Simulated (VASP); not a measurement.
# Ba (P4/mmm) in VASP: single point with LDA

Aim: the single point of Ba with LDA.

All numbers are computed with VASP 6.6.1; they aren't measurements. Logs are shortened: lines on timing, memory, paths and dates and some standing lists are left out, and cuts for length are marked.

## Step 1: The cell of the first run

Symmetry: P4/mmm, No. 123, tetragonal system. Conventional cell: a = 3.800 Å, b = 3.800 Å, c = 3.606 Å, α = 90.00°, β = 90.00°, γ = 90.00°. Ba (site symmetry 4/mmm) has 6 Ba at 3.61 to 3.80 Å within 4.7 Å.

## Step 2: Single point, LDA

INCAR reads:

```
SYSTEM = Ba
PREC = Accurate
ENCUT = 520
EDIFF = 1E-6
ISMEAR = -1
SIGMA = 0.1
LREAL = .FALSE.
LASPH = .TRUE.
NELM = 60
ALGO = Normal
ISIF = 2
LWAVE = .FALSE.
LCHARG = .FALSE.
GGA = CA
NBANDS = 11
```

KPOINTS reads:

```
regular mesh
0
G
  9 9 10
  0 0 0
```

POSCAR reads:

```
Ba
1.0
    3.7996675000      0.0000000000      0.0000000000
    0.0000000000      3.7996675000      0.0000000000
    0.0000000000      0.0000000000      3.6055390000
Ba
1
Direct
    0.5000000000      0.5000000000      0.5000000000
```

Potentials or basis: VASP PAW LDA potentials, release 64 (Ba_sv).

Command:

```bash
> cat potpaw_LDA.64/Ba_sv/POTCAR > POTCAR
> mpirun -np 1 vasp_std > vasp.out
```

OUTCAR:

```text
SYSTEM = Ba
   PREC = Accurate
   ENCUT = 520
   EDIFF = 1E-6
   ISMEAR = -1
   LREAL = .FALSE.
   LASPH = .TRUE.
   NELM = 60
   ISIF = 2
   GGA = CA

 ion  position               nearest neighbor table
   1  0.500  0.500  0.500-

  LATTYP: Found a simple tetragonal cell.
 ALAT       =     3.7996675000
 C/A-ratio  =     0.9489090822

  Lattice vectors:

 A1 = (   3.7996675000,   0.0000000000,   0.0000000000)
 A2 = (   0.0000000000,   3.7996675000,   0.0000000000)
 A3 = (   0.0000000000,   0.0000000000,   3.6055390000)

Analysis of symmetry for initial positions (statically):
=====================================================================
 Subroutine PRICEL returns:
 Original cell was already a primitive cell.

 Routine SETGRP: Setting up the symmetry group for a
 simple tetragonal supercell.

 Subroutine GETGRP returns: Found 16 space group operations
 (whereof 16 operations were pure point group operations)
 out of a pool of 16 trial point group operations.

The static configuration has the point symmetry D_4h.

Analysis of symmetry for dynamics (positions and initial velocities):
=====================================================================
 Subroutine PRICEL returns:
 Original cell was already a primitive cell.

 Routine SETGRP: Setting up the symmetry group for a
 simple tetragonal supercell.

 Subroutine GETGRP returns: Found 16 space group operations
 (whereof 16 operations were pure point group operations)
 out of a pool of 16 trial point group operations.

The dynamic configuration has the point symmetry D_4h.

 Subroutine INISYM returns: Found 16 space group operations
 (whereof 16 operations are pure point group operations),
 and found     1 'primitive' translations

----------------------------------------------------------------------------------------

                                     Primitive cell

  volume of cell :      52.0549

  direct lattice vectors                    reciprocal lattice vectors
     3.799667500  0.000000000  0.000000000     0.263180923  0.000000000  0.000000000
     0.000000000  3.799667500  0.000000000     0.000000000  0.263180923  0.000000000
     0.000000000  0.000000000  3.605539000     0.000000000  0.000000000  0.277351042

  length of vectors
     3.799667500  3.799667500  3.605539000     0.263180923  0.263180923  0.277351042

  position of ions in fractional coordinates (direct lattice)
     0.500000000  0.500000000  0.500000000

  ion indices of the primitive-cell ions
   primitive index   ion index
                 1           1

----------------------------------------------------------------------------------------

 KPOINTS: regular mesh

Automatic generation of k-mesh.
 Grid dimensions read from file:
 generate k-points for:    9    9   10

 Generating k-lattice:

  Cartesian coordinates                     Fractional coordinates (reciprocal lattice)
     0.029242325  0.000000000  0.000000000     0.111111111  0.000000000  0.000000000
     0.000000000  0.029242325  0.000000000     0.000000000  0.111111111  0.000000000
     0.000000000  0.000000000  0.027735104     0.000000000  0.000000000  0.100000000

  Length of vectors
     0.029242325  0.029242325  0.027735104

  Shift w.r.t. Gamma in fractional coordinates (k-lattice)
     0.000000000  0.000000000  0.000000000

 Subroutine IBZKPT returns following result:
 ===========================================

 Found     90 irreducible k-points:

 Following reciprocal coordinates:
            Coordinates               Weight
  0.000000  0.000000  0.000000      1.000000
  0.111111  0.000000  0.000000      4.000000
  0.222222  0.000000  0.000000      4.000000
  0.333333  0.000000  0.000000      4.000000
  0.444444  0.000000  0.000000      4.000000
  0.111111  0.111111  0.000000      4.000000
[... 16 lines left out ...]
  0.333333  0.111111  0.100000     16.000000
  0.444444  0.111111  0.100000     16.000000
 [... further k-points ...]
   k-points           NKPTS =     90   k-points in BZ     NKDIM =     90   number of bands    NBANDS=     11
   number of dos      NEDOS =    301   number of ions     NIONS =      1
   total plane-waves  NPLWV =  21952
   dimension x,y,z NGX =    28 NGY =   28 NGZ =   28
   dimension x,y,z NGXF=    56 NGYF=   56 NGZF=   56
   ions per type =               1
   NGX,Y,Z   is equivalent  to a cutoff of  12.25, 12.25, 12.91 a.u.
   NGXF,Y,Z  is equivalent  to a cutoff of  24.50, 24.50, 25.82 a.u.
 SYSTEM =  Ba
   PREC   = accura    normal or accurate (medium, high low for compatibility)
   ISTART =      0    job   : 0-new  1-cont  2-samecut
   ICHARG =      2    charge: 1-file 2-atom 10-const
   ISPIN  =      1    spin polarized calculation?
   LNONCOLLINEAR =      F non collinear calculations
   LSORBIT =      F    spin-orbit coupling
   LASPH  =      T    aspherical Exc in radial PAW
   ENCUT  =  520.0 eV  38.22 Ry    6.18 a.u.   7.06  7.06  6.70*2*pi/ulx,y,z
   NELM   =     60;   NELMIN=  2; NELMDL= -5     # of ELM steps
   EDIFF  = 0.1E-05   stopping-criterion for ELM
   LREAL  =      F    real-space projection
   EDIFFG = 0.1E-04   stopping-criterion for IOM
   NSW    =      0    number of steps for IOM
   IBRION =     -1    ionic relax: 0-MD 1-quasi-New 2-CG
   NFREE  =      0    steps in history (QN), initial steepest desc. (CG)
   ISIF   =      2    stress and relaxation
   ISYM   =      2    0-nonsym 1-usesym 2-fastsym
   POTIM  = 0.5000    time-step for ionic-motion
   TEBEG  =    0.0;   TEEND  =   0.0 temperature during run
   PSTRESS=    0.0 pullay stress
   NELECT =      10.0000    total number of electrons
   NUPDOWN=      -1.0000    fix difference up-down
   EMIN   =  10.00;   EMAX   =-10.00  energy-range for DOS
   EFERMI =   0.00;   METHOD = LEGACY
   ISMEAR =    -1;   SIGMA  =   0.10  broadening in eV -4-tet -1-fermi 0-gaus
   EFERMI_NEDOS =   21; number of points for ismear=-14 and -15
   IALGO  =     38    algorithm
   IMIX   =      4    mixing-type and parameters
     AMIX     =   0.40;   BMIX     =  1.00
     AMIX_MAG =   1.60;   BMIX_MAG =  1.00
  volume/ion in A,a.u.               =      52.05       351.28
  Fermi-wavevector in a.u.,A,eV,Ry     =   0.944614  1.785062 12.140418  0.892296
  Thomas-Fermi vector in A             =   2.072436
   LORBIT       =      0    0 simple, 1 ext, 2 COOP (PROOUT), +10 PAW based schemes
   GGA     = CA    functional components
   LHFCALC =     F    Hartree Fock is set to
   AEXX    =    0.0000 exact exchange contribution
   IVDW    =     0    specifies the selected vdW correction
   LEPSILON=     F    determine dielectric tensor
   LRPA    =     F    only Hartree local field effects (RPA)
 non-spin polarized calculation
  energy-cutoff  :      520.00
  volume of cell :       52.05
 maximum number of plane-waves:      1416
   NGX = 15   NGY = 15   NGZ = 13

 number of electron      10.0000000 magnetization

 Free energy of the ion-electron system (eV)
  ---------------------------------------------------
  ext. energy  EPLUGINS =         0.00000000
  ---------------------------------------------------
  free energy    TOTEN  =        -1.96641233 eV

  energy without entropy =       -1.92454593  energy(sigma->0) =       -1.94547913

 E-fermi :   2.0068     XC(G=0):  -8.2400

 val. band max:        1.9933744602   @ k =   0.4444   0.1111   0.2000
 cond. band min:       2.0379199719   @ k =   0.1111   0.1111   0.0000
 fundamental gap:      0.0445455118
 Fermi energy:         2.0068463333

 k-point     1 :       0.0000    0.0000    0.0000
  band No.  band energies     occupation
      1     -26.8792      2.00000
      2     -11.5857      2.00000
      3     -11.5857      2.00000
      4     -11.3664      2.00000
      5      -0.5646      2.00000
      6       1.8451      1.66897
      7       1.8618      1.62010
      8       7.4847      0.00000
      9       7.9482      0.00000
     10       7.9482      0.00000
     11      10.3510      0.00000

 k-point     2 :       0.1111    0.0000    0.0000
  band No.  band energies     occupation
      1     -26.8683      2.00000
      2     -11.7191      2.00000
      3     -11.5744      2.00000
      4     -11.3559      2.00000
      5      -0.3497      2.00000
      6       1.9075      1.45956
      7       2.0960      0.58169
      8       6.9303      0.00000
      9       7.4612      0.00000
     10       7.9804      0.00000
     11       9.6025      0.00000

 k-point     3 :       0.2222    0.0000    0.0000
  band No.  band energies     occupation
      1     -26.8405      2.00000
      2     -12.0372      2.00000
      3     -11.5456      2.00000
      4     -11.3291      2.00000
      5       0.1695      2.00000
      6       2.0668      0.70881
      7       2.7203      0.00159
      8       6.0075      0.00000
      9       6.6001      0.00000
     10       8.0640      0.00000
     11       8.5648      0.00000

 k-point     4 :       0.3333    0.0000    0.0000
  band No.  band energies     occupation
      1     -26.8085      2.00000
      2     -12.3703      2.00000
      3     -11.5125      2.00000
      4     -11.2983      2.00000
      5       0.7801      1.99999
      6       2.2676      0.13725
      7       3.2710      0.00001
      8       5.2709      0.00000
      9       5.8930      0.00000
     10       8.1635      0.00000
     11       8.3562      0.00000

 k-point     5 :       0.4444    0.0000    0.0000
  band No.  band energies     occupation
      1     -26.7874      2.00000
      2     -12.5742      2.00000
      3     -11.4906      2.00000
      4     -11.2780      2.00000
      5       1.2716      1.99872
      6       2.4141      0.03349
      7       3.2869      0.00001
      8       4.8769      0.00000
      9       5.5113      0.00000
     10       8.2311      0.00000
     11       9.3337      0.00000

 k-point     6 :       0.1111    0.1111    0.0000
  band No.  band energies     occupation
      1     -26.8575      2.00000
      2     -11.7154      2.00000
      3     -11.6983      2.00000
      4     -11.3455      2.00000
      5      -0.1338      2.00000
      6       2.0379      0.84587
      7       2.2586      0.14928
      8       6.3332      0.00000
      9       7.3876      0.00000
     10       7.6309      0.00000
     11      10.1912      0.00000

 k-point     7 :       0.2222    0.1111    0.0000
  band No.  band energies     occupation
      1     -26.8297      2.00000
      2     -12.0232      2.00000
      3     -11.6750      2.00000
      4     -11.3189      2.00000
      5       0.3816      2.00000
      6       2.2276      0.19807
      7       2.8343      0.00051
      8       5.4267      0.00000
      9       6.6355      0.00000
     10       7.6423      0.00000
     11       9.1241      0.00000

 k-point     8 :       0.3333    0.1111    0.0000
  band No.  band energies     occupation
      1     -26.7979      2.00000
      2     -12.3540      2.00000
      3     -11.6391      2.00000
      4     -11.2882      2.00000
      5       0.9852      1.99993
      6       2.4341      0.02751
      7       3.1914      0.00001
      8       5.0377      0.00000
      9       5.9425      0.00000
     10       7.7544      0.00000
     11       8.7111      0.00000
[... 141 lines left out ...]
 k-point    19 :       0.3333    0.0000    0.1000
  band No.  band energies     occupation
      1     -26.7935      2.00000
      2     -12.3502      2.00000
      3     -11.4983      2.00000
      4     -11.4561      2.00000
      5       0.9723      1.99994
      6       2.4996      0.01439
      7       3.2090      0.00001
      8       5.3273      0.00000
      9       5.5420      0.00000
     10       7.6403      0.00000
     11       8.5843      0.00000

 k-point    20 :       0.4444    0.0000    0.1000
  band No.  band energies     occupation
      1     -26.7725      2.00000
      2     -12.5528      2.00000
      3     -11.4765      2.00000
      4     -11.4339      2.00000
      5       1.4946      1.98815
      6       2.6610      0.00288
      7       2.9927      0.00010
      8       4.9377      0.00000
      9       5.4902      0.00000
     10       7.7227      0.00000
     11       9.3666      0.00000

 k-point    21 :       0.1111    0.1111    0.1000
  band No.  band energies     occupation
      1     -26.8423      2.00000
      2     -11.7003      2.00000
      3     -11.6829      2.00000
      4     -11.5071      2.00000
      5       0.0608      2.00000
      6       2.3142      0.08845
      7       2.3213      0.08262
      8       6.3215      0.00000
      9       6.8546      0.00000
     10       6.9451      0.00000
     11      10.6805      0.00000

 k-point    22 :       0.2222    0.1111    0.1000
  band No.  band energies     occupation
      1     -26.8147      2.00000
      2     -12.0055      2.00000
      3     -11.6600      2.00000
      4     -11.4781      2.00000
      5       0.5758      2.00000
      6       2.4723      0.01886
      7       2.9039      0.00025
      8       5.4811      0.00000
      9       6.0107      0.00000
     10       7.0250      0.00000
     11       9.6750      0.00000

 k-point    23 :       0.3333    0.1111    0.1000
  band No.  band energies     occupation
      1     -26.7829      2.00000
      2     -12.3341      2.00000
      3     -11.6244      2.00000
      4     -11.4448      2.00000
      5       1.1815      1.99948
      6       2.6784      0.00242
      7       3.1595      0.00002
      8       4.9210      0.00000
      9       5.7180      0.00000
     10       7.1715      0.00000
     11       9.0827      0.00000

 k-point    24 :       0.4444    0.1111    0.1000
  band No.  band energies     occupation
      1     -26.7620      2.00000
      2     -12.5356      2.00000
      3     -11.6008      2.00000
      4     -11.4228      2.00000
      5       1.7500      1.85757
      6       2.7532      0.00115
      7       2.8531      0.00042
      8       4.5367      0.00000
      9       6.0364      0.00000
     10       7.2771      0.00000
     11       9.5410      0.00000

 [... further k-points ...]
[... 5 lines left out ...]
  --------------------------------------------------------------------------------------
  -------------------------------------------------------------------------------------
  Total       -0.1738483     -0.1738483      0.4309262      0.0000000     -0.0000000     -0.0000000
  in kB       -5.3508122     -5.3508122     13.2633151      0.0000000     -0.0000000     -0.0000000
  external PRESSURE =       0.8538969 kB  Pullay stress =       0.0000000 kB

 VOLUME and BASIS-vectors are now :
 -----------------------------------------------------------------------------
  energy-cutoff  :      520.00
  volume of cell :       52.05
      direct lattice vectors                 reciprocal lattice vectors
     3.799667500  0.000000000  0.000000000     0.263180923  0.000000000  0.000000000
     0.000000000  3.799667500  0.000000000     0.000000000  0.263180923  0.000000000
     0.000000000  0.000000000  3.605539000     0.000000000  0.000000000  0.277351042

 POSITION                                       TOTAL-FORCE (eV/Angst)
 -----------------------------------------------------------------------------------
      1.89983      1.89983      1.80277         0.000000      0.000000      0.000000
 -----------------------------------------------------------------------------------
    total drift:                                0.000000      0.000000      0.000000

  FREE ENERGIE OF THE ION-ELECTRON SYSTEM (eV)
  ---------------------------------------------------
  free  energy   TOTEN  =        -1.9664123277 eV

  energy  without entropy=       -1.9245459348  energy(sigma->0) =       -1.94547913
```

Run time: 27 s. Hardware: 1 thread of Intel Xeon Platinum 8375C at 2.90GHz (Ice Lake), shared host; peak memory 0.17 GiB.

What came out:

- Free energy: -1.9664 eV
- Pressure: 0.1 GPa
- Band gap on the k mesh: zero (band 5 reaches 2.13 eV, above the bottom of band 6 at 1.72 eV)

Caveat: spin-orbit coupling is left out, which moves the levels of the heavy elements.
